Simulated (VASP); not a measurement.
# Cr (Pm-3m) in VASP: notebook

Runs on Cr. Level: PBEsol. Tasks: single point.

All numbers are computed with VASP 6.6.1; they aren't measurements. Logs are shortened: lines on timing, memory, paths and dates and some standing lists are left out, and cuts for length are marked.

### Step 1. The cell of the first run

Symmetry: Pm-3m, No. 221, cubic system. The conventional cell has a = 2.179 Å, b = 2.179 Å, c = 2.179 Å, α = 90.00°, β = 90.00°, γ = 90.00°. Within 2.9 Å of Cr (site symmetry m-3m) lie 6 Cr at 2.18 Å.

### Step 2. Single point, PBEsol, collinear spin, ferromagnetic start (volume scaled by 0.84)

INCAR

```
SYSTEM = Cr
ALGO     = Normal         ! electronic algorithm
EDIFF    = 1E-7           ! SCF threshold, eV
ENCUT    = 520            ! plane-wave cutoff, eV
GGA      = PS             ! functional
ISIF     = 2              ! what is computed and relaxed
ISMEAR   = -1             ! smearing method
ISPIN    = 2              ! spin polarisation
LASPH    = .True.         ! aspherical terms in the spheres
LCHARG   = .False.        ! write CHGCAR
LMAXMIX  = 4              ! l up to which the mixer works
LORBIT   = 11             ! projections on sites
LREAL    = .False.        ! projectors in reciprocal space
LWAVE    = .False.        ! write WAVECAR
MAGMOM   = 2              ! initial moments
NBANDS   = 16             ! bands
NELM     = 150            ! most SCF steps
PREC     = Accurate       ! precision mode
SIGMA    = 0.1            ! smearing width, eV
```

KPOINTS

```
k-points
0
Gamma
  16 16 16
  0 0 0
```

POSCAR

```
Cr
1.0
    2.1790768136      0.0000000000      0.0000000000
    0.0000000000      2.1790768136      0.0000000000
    0.0000000000      0.0000000000      2.1790768136
Cr
1
Direct
    0.0000000000      0.0000000000      0.0000000000
```

Potentials or basis: VASP PAW PBE potentials, release 64 (Cr_pv).

Command:

```
$ cat potpaw_PBE.64/Cr_pv/POTCAR > POTCAR
$ mpirun -np 1 vasp_std > vasp.out
```

OUTCAR:

```text
SYSTEM = Cr
   EDIFF = 1E-7
   ENCUT = 520
   GGA = PS
   ISIF = 2
   ISMEAR = -1
   ISPIN = 2
   LASPH = .True.
   LORBIT = 11
   LREAL = .False.
   NELM = 150
   PREC = Accurate

 ion  position               nearest neighbor table
   1  0.000  0.000  0.000-

  LATTYP: Found a simple cubic cell.
 ALAT       =     2.1790768136

  Lattice vectors:

 A1 = (   2.1790768136,   0.0000000000,   0.0000000000)
 A2 = (   0.0000000000,   2.1790768136,   0.0000000000)
 A3 = (   0.0000000000,   0.0000000000,   2.1790768136)

Analysis of symmetry for initial positions (statically):
=====================================================================
 Subroutine PRICEL returns:
 Original cell was already a primitive cell.

 Routine SETGRP: Setting up the symmetry group for a
 simple cubic supercell.

 Subroutine GETGRP returns: Found 48 space group operations
 (whereof 48 operations were pure point group operations)
 out of a pool of 48 trial point group operations.

The static configuration has the point symmetry O_h .

Analysis of symmetry for dynamics (positions and initial velocities):
=====================================================================
 Subroutine PRICEL returns:
 Original cell was already a primitive cell.

 Routine SETGRP: Setting up the symmetry group for a
 simple cubic supercell.

 Subroutine GETGRP returns: Found 48 space group operations
 (whereof 48 operations were pure point group operations)
 out of a pool of 48 trial point group operations.

The dynamic configuration has the point symmetry O_h .

Analysis of structural, dynamic, and magnetic symmetry:
=====================================================================
 Subroutine PRICEL returns:
 Original cell was already a primitive cell.

 Routine SETGRP: Setting up the symmetry group for a
 simple cubic supercell.

 Subroutine GETGRP returns: Found 48 space group operations
 (whereof 48 operations were pure point group operations)
 out of a pool of 48 trial point group operations.

The overall configuration has the point symmetry O_h .

 Subroutine INISYM returns: Found 48 space group operations
 (whereof 48 operations are pure point group operations),
 and found     1 'primitive' translations

----------------------------------------------------------------------------------------

                                     Primitive cell

  volume of cell :      10.3471

  direct lattice vectors                    reciprocal lattice vectors
     2.179076814  0.000000000  0.000000000     0.458909936  0.000000000  0.000000000
     0.000000000  2.179076814  0.000000000     0.000000000  0.458909936  0.000000000
     0.000000000  0.000000000  2.179076814     0.000000000  0.000000000  0.458909936

  length of vectors
     2.179076814  2.179076814  2.179076814     0.458909936  0.458909936  0.458909936

  position of ions in fractional coordinates (direct lattice)
     0.000000000  0.000000000  0.000000000

  ion indices of the primitive-cell ions
   primitive index   ion index
                 1           1

----------------------------------------------------------------------------------------

 KPOINTS: k-points

Automatic generation of k-mesh.
 Grid dimensions read from file:
 generate k-points for:   16   16   16

 Generating k-lattice:

  Cartesian coordinates                     Fractional coordinates (reciprocal lattice)
     0.028681871  0.000000000  0.000000000     0.062500000  0.000000000  0.000000000
     0.000000000  0.028681871  0.000000000     0.000000000  0.062500000  0.000000000
     0.000000000  0.000000000  0.028681871     0.000000000  0.000000000  0.062500000

  Length of vectors
     0.028681871  0.028681871  0.028681871

  Shift w.r.t. Gamma in fractional coordinates (k-lattice)
     0.000000000  0.000000000  0.000000000

 Subroutine IBZKPT returns following result:
 ===========================================

 Found    165 irreducible k-points:

 Following reciprocal coordinates:
            Coordinates               Weight
  0.000000  0.000000  0.000000      1.000000
  0.062500  0.000000  0.000000      6.000000
  0.125000  0.000000  0.000000      6.000000
  0.187500  0.000000  0.000000      6.000000
  0.250000  0.000000  0.000000      6.000000
  0.312500  0.000000  0.000000      6.000000
[... 16 lines left out ...]
  0.437500  0.125000  0.000000     24.000000
  0.500000  0.125000  0.000000     12.000000
 [... further k-points ...]
   k-points           NKPTS =    165   k-points in BZ     NKDIM =    165   number of bands    NBANDS=     16
   number of dos      NEDOS =    301   number of ions     NIONS =      1
   total plane-waves  NPLWV =   4096
   dimension x,y,z NGX =    16 NGY =   16 NGZ =   16
   dimension x,y,z NGXF=    32 NGYF=   32 NGZF=   32
   ions per type =               1
   NGX,Y,Z   is equivalent  to a cutoff of  12.21, 12.21, 12.21 a.u.
   NGXF,Y,Z  is equivalent  to a cutoff of  24.41, 24.41, 24.41 a.u.
 SYSTEM =  Cr
   PREC   = accura    normal or accurate (medium, high low for compatibility)
   ISTART =      0    job   : 0-new  1-cont  2-samecut
   ICHARG =      2    charge: 1-file 2-atom 10-const
   ISPIN  =      2    spin polarized calculation?
   LNONCOLLINEAR =      F non collinear calculations
   LSORBIT =      F    spin-orbit coupling
   LASPH  =      T    aspherical Exc in radial PAW
   ENCUT  =  520.0 eV  38.22 Ry    6.18 a.u.   4.05  4.05  4.05*2*pi/ulx,y,z
   NELM   =    150;   NELMIN=  2; NELMDL= -5     # of ELM steps
   EDIFF  = 0.1E-06   stopping-criterion for ELM
   LREAL  =      F    real-space projection
   EDIFFG = 0.1E-05   stopping-criterion for IOM
   NSW    =      0    number of steps for IOM
   IBRION =     -1    ionic relax: 0-MD 1-quasi-New 2-CG
   NFREE  =      0    steps in history (QN), initial steepest desc. (CG)
   ISIF   =      2    stress and relaxation
   ISYM   =      2    0-nonsym 1-usesym 2-fastsym
   POTIM  = 0.5000    time-step for ionic-motion
   TEBEG  =    0.0;   TEEND  =   0.0 temperature during run
   PSTRESS=    0.0 pullay stress
   NELECT =      12.0000    total number of electrons
   NUPDOWN=      -1.0000    fix difference up-down
   EMIN   =  10.00;   EMAX   =-10.00  energy-range for DOS
   EFERMI =   0.00;   METHOD = LEGACY
   ISMEAR =    -1;   SIGMA  =   0.10  broadening in eV -4-tet -1-fermi 0-gaus
   EFERMI_NEDOS =   21; number of points for ismear=-14 and -15
   IALGO  =     38    algorithm
   IMIX   =      4    mixing-type and parameters
     AMIX     =   0.40;   BMIX     =  1.00
     AMIX_MAG =   1.60;   BMIX_MAG =  1.00
  volume/ion in A,a.u.               =      10.35        69.83
  Fermi-wavevector in a.u.,A,eV,Ry     =   1.720004  3.250336 40.251647  2.958413
  Thomas-Fermi vector in A             =   2.796524
   LORBIT       =     11    0 simple, 1 ext, 2 COOP (PROOUT), +10 PAW based schemes
   GGA     = PS    functional components
   LHFCALC =     F    Hartree Fock is set to
   AEXX    =    0.0000 exact exchange contribution
   IVDW    =     0    specifies the selected vdW correction
   LEPSILON=     F    determine dielectric tensor
   LRPA    =     F    only Hartree local field effects (RPA)
 spin polarized calculation
  energy-cutoff  :      520.00
  volume of cell :       10.35
 maximum number of plane-waves:       292
   NGX =  9   NGY =  9   NGZ =  9

 number of electron      11.9999968 magnetization      -0.0018946

 number of electron      11.9999968 magnetization       0.0002445

 Free energy of the ion-electron system (eV)
  ---------------------------------------------------
  ext. energy  EPLUGINS =         0.00000000
  ---------------------------------------------------
  free energy    TOTEN  =        -8.92687413 eV

  energy without entropy =       -8.88587767  energy(sigma->0) =       -8.90637590

 E-fermi :  12.5232     XC(G=0): -14.3554

 val. band max:       12.5217308214   @ k =   0.5000   0.3125   0.1875
 cond. band min:      12.5354108769   @ k =   0.3750   0.1875   0.1250
 fundamental gap:      0.0136800555
 Fermi energy:        12.5232328859

 spin component 1

 k-point     1 :       0.0000    0.0000    0.0000
  band No.  band energies     occupation
      1     -29.5070      1.00000
      2     -29.5070      1.00000
      3     -29.5070      1.00000
      4       4.4564      1.00000
      5       8.3768      1.00000
      6       8.3768      1.00000
[... 8 lines left out ...]
     15      40.9243      0.00000
     16      45.7249      0.00000

 k-point     2 :       0.0625    0.0000    0.0000
  band No.  band energies     occupation
      1     -29.5851      1.00000
      2     -29.5004      1.00000
      3     -29.5004      1.00000
      4       4.6073      1.00000
      5       8.4125      1.00000
      6       8.5078      1.00000
[... 8 lines left out ...]
     15      41.6896      0.00000
     16      46.3996      0.00000
[... 387 lines left out ...]
      5       9.8336      1.00000
      6      10.6493      1.00000
[... 8 lines left out ...]
     15      43.9287      0.00000
     16      47.7417      0.00000

 k-point    24 :       0.5000    0.1250    0.0000
  band No.  band energies     occupation
      1     -31.3736      1.00000
      2     -29.6048      1.00000
      3     -29.3065      1.00000
      4       9.4456      1.00000
      5      10.1500      1.00000
      6      10.2255      1.00000
[... 8 lines left out ...]
     15      45.6294      0.00000
     16      45.9701      0.00000

 [... further k-points ...]

 spin component 2

 k-point     1 :       0.0000    0.0000    0.0000
  band No.  band energies     occupation
      1     -29.5068      1.00000
      2     -29.5068      1.00000
      3     -29.5068      1.00000
      4       4.4565      1.00000
      5       8.3770      1.00000
      6       8.3770      1.00000
[... 8 lines left out ...]
     15      40.9243      0.00000
     16      45.7252      0.00000

 k-point     2 :       0.0625    0.0000    0.0000
  band No.  band energies     occupation
      1     -29.5849      1.00000
      2     -29.5001      1.00000
      3     -29.5001      1.00000
      4       4.6074      1.00000
      5       8.4127      1.00000
      6       8.5079      1.00000
[... 8 lines left out ...]
     15      41.6896      0.00000
     16      46.3998      0.00000
[... 387 lines left out ...]
      5       9.8338      1.00000
      6      10.6495      1.00000
[... 8 lines left out ...]
     15      43.9288      0.00000
     16      47.7418      0.00000

 k-point    24 :       0.5000    0.1250    0.0000
  band No.  band energies     occupation
      1     -31.3734      1.00000
      2     -29.6046      1.00000
      3     -29.3063      1.00000
      4       9.4457      1.00000
      5      10.1502      1.00000
      6      10.2257      1.00000
[... 8 lines left out ...]
     15      45.6295      0.00000
     16      45.9703      0.00000

 [... further k-points ...]
[... 5 lines left out ...]
  --------------------------------------------------------------------------------------
  -------------------------------------------------------------------------------------
  Total        3.3866751      3.3866751      3.3866751      0.0000000      0.0000000     -0.0000000
  in kB      524.4046047    524.4046047    524.4046047      0.0000000      0.0000000     -0.0000000
  external PRESSURE =     524.4046047 kB  Pullay stress =       0.0000000 kB

 VOLUME and BASIS-vectors are now :
 -----------------------------------------------------------------------------
  energy-cutoff  :      520.00
  volume of cell :       10.35
      direct lattice vectors                 reciprocal lattice vectors
     2.179076814  0.000000000  0.000000000     0.458909936  0.000000000  0.000000000
     0.000000000  2.179076814  0.000000000     0.000000000  0.458909936  0.000000000
     0.000000000  0.000000000  2.179076814     0.000000000  0.000000000  0.458909936

 POSITION                                       TOTAL-FORCE (eV/Angst)
 -----------------------------------------------------------------------------------
      0.00000      0.00000      0.00000         0.000000      0.000000      0.000000
 -----------------------------------------------------------------------------------
    total drift:                               -0.000000     -0.000000      0.000000

  FREE ENERGIE OF THE ION-ELECTRON SYSTEM (eV)
  ---------------------------------------------------
  free  energy   TOTEN  =        -8.9268741316 eV

  energy  without entropy=       -8.8858776664  energy(sigma->0) =       -8.90637590

 total charge

# of ion       s       p       d       tot
------------------------------------------
    1        0.493   6.409   4.663  11.564

 magnetization (x)

# of ion       s       p       d       tot
------------------------------------------
    1       -0.000   0.000   0.000   0.000
```

Run time: 11 s. Hardware: 1 thread of Intel Xeon 6975P-C (Granite Rapids), shared host; peak memory 0.15 GiB.

What came out:

| Quantity | Value |
| --- | --- |
| Free energy | -8.9269 eV |
| Pressure | 52.4 GPa |
| Band gap on the k mesh | zero (filled and empty bands overlap) |
| Net moment | 0.00 μB per cell |
| Valence electrons inside the program's atomic spheres | Cr 11.56 |

Caveat: the starting moments collapsed, and a magnetic state may lie lower; the PAW data sets were made with another functional, which shifts forces and pressure a little.

(Continued in part 2 of 2.)
